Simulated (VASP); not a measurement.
# FeSi (P2_13) in VASP: notebook, part 2 of 2

VASP 6.6.1. The steps go on from the part before.

## Step 4: Relaxation of cell and atoms, PBE

This run uses another cell than the first one, of 11.78 Å³/atom, 1.070 times its volume.

The input, INCAR:

```
SYSTEM = FeSi
  PREC = Accurate
  ENCUT = 600
  EDIFF = 1E-6
  ISMEAR = 0
  SIGMA = 0.1
  LREAL = .False.
  LASPH = .True.
  NELM = 80
  ALGO = Normal
  ISIF = 3
  LWAVE = .False.
  LCHARG = .False.
  GGA = PE
  IBRION = 2
  NSW = 100
  EDIFFG = -0.05
```

The input, KPOINTS:

```
regular mesh
0
Gamma
  4 4 4
  0 0 0
```

The input, POSCAR:

```
FeSi
1.0
    4.5507000000      0.0000000000      0.0000000000
    0.0000000000      4.5507000000      0.0000000000
    0.0000000000      0.0000000000      4.5507000000
Fe Si
4 4
Direct
    0.1365200000      0.1365200000      0.1365200000
    0.3634800000      0.8634800000      0.6365200000
    0.6365200000      0.3634800000      0.8634800000
    0.8634800000      0.6365200000      0.3634800000
    0.8424000000      0.8424000000      0.8424000000
    0.6576000000      0.1576000000      0.3424000000
    0.3424000000      0.6576000000      0.1576000000
    0.1576000000      0.3424000000      0.6576000000
```

On the command line:

```sh
cat potpaw_PBE.64/Fe/POTCAR potpaw_PBE.64/Si/POTCAR > POTCAR
mpirun -np 1 vasp_std > vasp.out
```

It took 59 s on 1 thread of Intel Xeon 6975P-C (Granite Rapids), shared host; peak memory 0.22 GiB.

The run converged. Its results:

* Free energy: -58.7906 eV
* Relaxed volume: 11.00 Å³/atom
* Relaxed cell: a = 4.448 Å, b = 4.448 Å, c = 4.448 Å, α = 90.00°, β = 90.00°, γ = 90.00°
* Space group after relaxing (to 0.05 Å): P2_13 (No. 198)
* Energy gained by relaxing: 36.2 meV/atom
* Ionic steps: 5
* Pressure after relaxing: 0.1 GPa
* Largest force after relaxing: 0.024 eV/Å
* Band gap on the k mesh: 0.17 eV, indirect (least direct gap 0.20 eV)

Forces on the atoms (eV/Å):
```
Fe   0.013  0.013  0.013
Fe  -0.013 -0.013  0.013
Fe   0.013 -0.013 -0.013
Fe  -0.013  0.013 -0.013
Si  -0.014 -0.014 -0.014
Si   0.014  0.014 -0.014
Si  -0.014  0.014  0.014
Si   0.014 -0.014  0.014
```

Step by step:
```csv
step,energy change (eV),largest force (eV/Å),pressure (GPa),volume (Å³)
1,0.0000,0.2610,-13.66,94.24
2,0.1699,0.5190,22.77,81.20
3,-0.2876,0.1123,-0.24,88.13
4,-0.2877,0.1086,0.05,88.01
5,-0.2894,0.0243,0.09,88.00
```

Final structure:
```
Fe Si
1.0
     4.44802    0.00000    0.00000
     0.00000    4.44802    0.00000
     0.00000    0.00000    4.44802
Fe Si
4 4
Direct
  0.13628 0.13628 0.13628
  0.36372 0.86372 0.63628
  0.63628 0.36372 0.86372
  0.86372 0.63628 0.36372
  0.84109 0.84109 0.84109
  0.65891 0.15891 0.34109
  0.34109 0.65891 0.15891
  0.15891 0.34109 0.65891
```

Levels at points of the mesh, in eV from the valence-band top:
| k point | band 22 | band 23 | band 24 | band 25 | band 26 | band 27 |
| --- | --- | --- | --- | --- | --- | --- |
| (0.00, 0.00, 0.00) | -0.27 | -0.03 | -0.03 | 0.67 | 0.67 | 0.67 |
| (0.50, 0.00, 0.00) | -0.37 | 0.00 | 0.00 | 0.20 | 0.20 | 1.73 |
| (0.50, 0.50, 0.00) | -1.00 | -0.35 | -0.35 | 0.65 | 0.65 | 1.30 |
| (0.50, 0.50, 0.50) | -0.66 | -0.66 | -0.66 | 0.50 | 0.50 | 0.50 |

Caveat: the relaxation stopped at a loose force limit of 0.05 eV/Å, so its end isn't a converged minimum. A k mesh can miss the band edges.

## Step 5: Relaxation of the atoms, PBE (volume scaled by 0.94)

The input, INCAR:

```
PREC     = Accurate       # precision mode
ENCUT    = 520            # plane-wave cutoff, eV
EDIFF    = 1E-6           # SCF threshold, eV
ISMEAR   = 0              # smearing method
SIGMA    = 0.01           # smearing width, eV
LREAL    = F              # projectors in reciprocal space
LASPH    = T              # aspherical terms in the spheres
NELM     = 100            # most SCF steps
ALGO     = Normal         # electronic algorithm
ISIF     = 2              # what is computed and relaxed
LWAVE    = F              # write WAVECAR
LCHARG   = F              # write CHGCAR
GGA      = PE             # functional
IBRION   = 2              # ionic algorithm
NSW      = 50             # ionic steps
EDIFFG   = -0.01          # ionic threshold
```

The input, KPOINTS:

```
Automatic mesh
0
Gamma
  8 8 8
```

The input, POSCAR:

```
FeSi
1.0
    4.3571692730      0.0000000000      0.0000000000
    0.0000000000      4.3571692730      0.0000000000
    0.0000000000      0.0000000000      4.3571692730
Fe Si
4 4
Direct
    0.1373215760      0.1373215760      0.1373215760
    0.3626784240      0.8626784240      0.6373215760
    0.6373215760      0.3626784240      0.8626784240
    0.8626784240      0.6373215760      0.3626784240
    0.8413173749      0.8413173749      0.8413173749
    0.6586826251      0.1586826251      0.3413173749
    0.3413173749      0.6586826251      0.1586826251
    0.1586826251      0.3413173749      0.6586826251
```

Potentials or basis: VASP PAW PBE potentials, release 64 (Fe, Si).

On the command line:

```sh
cat potpaw_PBE.64/Fe/POTCAR potpaw_PBE.64/Si/POTCAR > POTCAR
mpirun -np 1 vasp_std > vasp.out
```

OUTCAR:

```text
PREC = Accurate
   ENCUT = 520
   EDIFF = 1E-6
   ISMEAR = 0
   LREAL = F
   LASPH = T
   NELM = 100
   ISIF = 2
   GGA = PE
   IBRION = 2
   NSW = 50
   EDIFFG = -0.01

 ion  position               nearest neighbor table
   1  0.137  0.137  0.137-   5 2.23   6 2.27   7 2.27   8 2.27   7 2.44   8 2.44   6 2.44   3 2.67
                             4 2.67   2 2.67   2 2.67   4 2.67   3 2.67
   2  0.363  0.863  0.637-   6 2.23   5 2.27   7 2.27   8 2.27   7 2.44   8 2.44   5 2.44   1 2.67
                             1 2.67   3 2.67   3 2.67   4 2.67   4 2.67
   3  0.637  0.363  0.863-   7 2.23   6 2.27   5 2.27   8 2.27   8 2.44   6 2.44   5 2.44   1 2.67
                             4 2.67   2 2.67   2 2.67   4 2.67   1 2.67
   4  0.863  0.637  0.363-   8 2.23   6 2.27   7 2.27   5 2.27   6 2.44   5 2.44   7 2.44   1 2.67
                             3 2.67   2 2.67   1 2.67   2 2.67   3 2.67
   5  0.841  0.841  0.841-   1 2.23   2 2.27   3 2.27   4 2.27   3 2.44   4 2.44   2 2.44   8 2.70
[... 299 lines left out ...]

 E-fermi :  10.5947     XC(G=0): -13.1120

 val. band max:       10.5519024791   @ k =  -0.1250   0.3750   0.0000
 cond. band min:      10.7067824265   @ k =   0.3750   0.1250   0.1250
 fundamental gap:      0.1548799475
 Fermi energy:        10.5946504600

 k-point     1 :       0.0000    0.0000    0.0000
  band No.  band energies     occupation
      1      -3.1991      2.00000
      2       2.3651      2.00000
      3       2.3651      2.00000
      4       2.3651      2.00000
      5       5.2302      2.00000
      6       5.2302      2.00000
[... 757 lines left out ...]
     28      12.9140      0.00000
     29      13.2256      0.00000

 [... further k-points ...]

------------------------ aborting loop because EDIFF is reached ----------------------------------------

  FORCE on cell =-STRESS in cart. coord.  units (eV):
  Direction    XX          YY          ZZ          XY          YZ          ZX
  --------------------------------------------------------------------------------------
  -------------------------------------------------------------------------------------
  Total        8.1584010      8.1584010      8.1584010     -0.0000000      0.0000000     -0.0000000
  in kB      158.0164620    158.0164620    158.0164620     -0.0000000      0.0000000     -0.0000000
  external PRESSURE =     158.0164620 kB  Pullay stress =       0.0000000 kB
[... 23 lines left out ...]
  FREE ENERGIE OF THE ION-ELECTRON SYSTEM (eV)
  ---------------------------------------------------
  free  energy   TOTEN  =       -58.5355484535 eV

  energy  without entropy=      -58.5355484535  energy(sigma->0) =      -58.53554845

 reached required accuracy - stopping structural energy minimisation
```

CONTCAR:

```text
FeSi
   1.00000000000000
     4.3571692730000002    0.0000000000000000    0.0000000000000000
     0.0000000000000000    4.3571692730000002    0.0000000000000000
     0.0000000000000000    0.0000000000000000    4.3571692730000002
  Fe              Si
     4     4
Direct
     0.1388591183336103    0.1388591183336103    0.1388591183336103
     0.3611408816663897    0.8611408816663898    0.6388591183336102
     0.6388591183336102    0.3611408816663897    0.8611408816663898
     0.8611408816663898    0.6388591183336102    0.3611408816663897
     0.8418775563238344    0.8418775563238344    0.8418775563238344
     0.6581224436761656    0.1581224436761656    0.3418775563238344
     0.3418775563238344    0.6581224436761656    0.1581224436761656
     0.1581224436761656    0.3418775563238344    0.6581224436761656

  0.00000000E+00  0.00000000E+00  0.00000000E+00
  0.00000000E+00  0.00000000E+00  0.00000000E+00
  0.00000000E+00  0.00000000E+00  0.00000000E+00
  0.00000000E+00  0.00000000E+00  0.00000000E+00
  0.00000000E+00  0.00000000E+00  0.00000000E+00
  0.00000000E+00  0.00000000E+00  0.00000000E+00
  0.00000000E+00  0.00000000E+00  0.00000000E+00
  0.00000000E+00  0.00000000E+00  0.00000000E+00
```

Run time: 2.6 min. Hardware: 1 thread of AMD EPYC 9R45 (Zen 5), shared host; peak memory 0.2 GiB.

Results:

| Quantity | Value |
| --- | --- |
| Free energy | -58.5355 eV |
| Energy gained by relaxing | 0.6 meV/atom |
| Ionic steps | 3 |
| Pressure after relaxing | 15.8 GPa |
| Band gap on the k mesh | 0.15 eV, indirect (least direct gap 0.17 eV) |

The path:
```tsv
step	energy change (eV)	largest force (eV/Å)	pressure (GPa)
1	0.0000	0.1688	16.23
2	-0.0040	0.0502	15.88
3	-0.0044	0.0008	15.80
```

Final structure:
```xyz
8
Lattice="4.3572 0.0000 0.0000 0.0000 4.3572 0.0000 0.0000 0.0000 4.3572" Properties=species:S:1:pos:R:3 pbc="T T T"
Fe    0.6050    0.6050    0.6050
Fe    1.5736    3.7521    2.7836
Fe    2.7836    1.5736    3.7521
Fe    3.7521    2.7836    1.5736
Si    3.6682    3.6682    3.6682
Si    2.8676    0.6890    1.4896
Si    1.4896    2.8676    0.6890
Si    0.6890    1.4896    2.8676
```

Caveat: the cell differs from its parent crystal (volume scaled by 0.94). A k mesh can miss the band edges.

## Step 6: Single point, PBE

The input, INCAR:

```
PREC = Accurate ; ENCUT = 520
EDIFF = 1E-6 ; ISMEAR = 0
SIGMA = 0.01 ; LREAL = False
LASPH = True ; NELM = 80
ALGO = Normal ; ISIF = 2
LWAVE = False ; LCHARG = True
GGA = PE ; LELF = True
LVHAR = True ; NBANDS = 34
```

The input, KPOINTS:

```
regular mesh
0
Gamma
  8 8 8
```

The input, POSCAR:

```
FeSi
1.0
    4.4479696592      0.0000000000      0.0000000000
    0.0000000000      4.4479696592      0.0000000000
    0.0000000000      0.0000000000      4.4479696592
Fe Si
4 4
Direct
    0.1359900669      0.1359900669      0.1359900669
    0.3640099331      0.8640099331      0.6359900669
    0.6359900669      0.3640099331      0.8640099331
    0.8640099331      0.6359900669      0.3640099331
    0.8407102842      0.8407102842      0.8407102842
    0.6592897158      0.1592897158      0.3407102842
    0.3407102842      0.6592897158      0.1592897158
    0.1592897158      0.3407102842      0.6592897158
```

Potentials or basis: VASP PAW PBE potentials, release 64 (Fe, Si).

On the command line:

```sh
cat potpaw_PBE.64/Fe/POTCAR potpaw_PBE.64/Si/POTCAR > POTCAR
mpirun -np 1 vasp_std > vasp.out
```

Wall time 63 s (1 thread of Intel Xeon 6975P-C (Granite Rapids), shared host); peak memory 0.26 GiB.

Results (log left out):

```yaml
Free_energy: -58.7821 eV
Pressure: 0.2 GPa
Largest_force: 0.036 eV/Å
Band_gap_on_the_k_mesh: 0.16 eV, indirect (least direct gap 0.17 eV)
```

Forces in eV/Å, atoms in the order of the input:
```
Fe   0.021  0.021  0.021
Fe  -0.021 -0.021  0.021
Fe   0.021 -0.021 -0.021
Fe  -0.021  0.021 -0.021
Si   0.002  0.002  0.002
Si  -0.002 -0.002  0.002
Si   0.002 -0.002 -0.002
Si  -0.002  0.002 -0.002
```

Levels at points of the mesh, in eV from the valence-band top:
```tsv
k point	band 22	band 23	band 24	band 25	band 26	band 27
(0.00, 0.00, 0.00)	-0.28	-0.04	-0.04	0.66	0.66	0.66
(0.50, 0.00, 0.00)	-0.38	-0.01	-0.01	0.20	0.20	1.72
(0.50, 0.50, 0.00)	-1.01	-0.36	-0.36	0.64	0.64	1.30
(0.50, 0.50, 0.50)	-0.67	-0.67	-0.67	0.50	0.50	0.50
```

## Step 7: Overview

| task | cell | k mesh | cutoff (eV) | smearing | gap on the mesh (eV) | pressure (GPa) | largest force (eV/Å) |
| --- | --- | --- | --- | --- | --- | --- | --- |
| single point | a = 4.449 Å, 8 atoms | 4 × 4 × 4 | 520 | gaussian 0.1 eV | 0.17 | 0.2 | 0.09 |
| single point | a = 4.551 Å, 8 atoms | 4 × 4 × 4 | 520 | gaussian 0.1 eV | 0.14 | -13.6 | 0.26 |
| relaxation of cell and atoms | relaxed from a = 4.551 Å, 8 atoms | 4 × 4 × 4 | 600 | gaussian 0.1 eV | 0.17 | 0.1 | 0.02 |
| relaxation of the atoms | atoms relaxed from a = 4.357 Å, 8 atoms | 8 × 8 × 8 | 520 | gaussian 0.01 eV | 0.15 | 15.8 | - |
| single point | a = 4.448 Å, 8 atoms | 8 × 8 × 8 | 520 | gaussian 0.01 eV | 0.16 | 0.2 | 0.04 |

Alike in all rows: level PBE; potentials or basis VASP PAW PBE potentials, release 64 (Fe, Si); no spin polarisation.

Caveats: the relaxation stopped at a loose force limit of 0.05 eV/Å, so its end isn't a converged minimum (some runs).

Absolute energies hang on the potentials; compare differences alone.
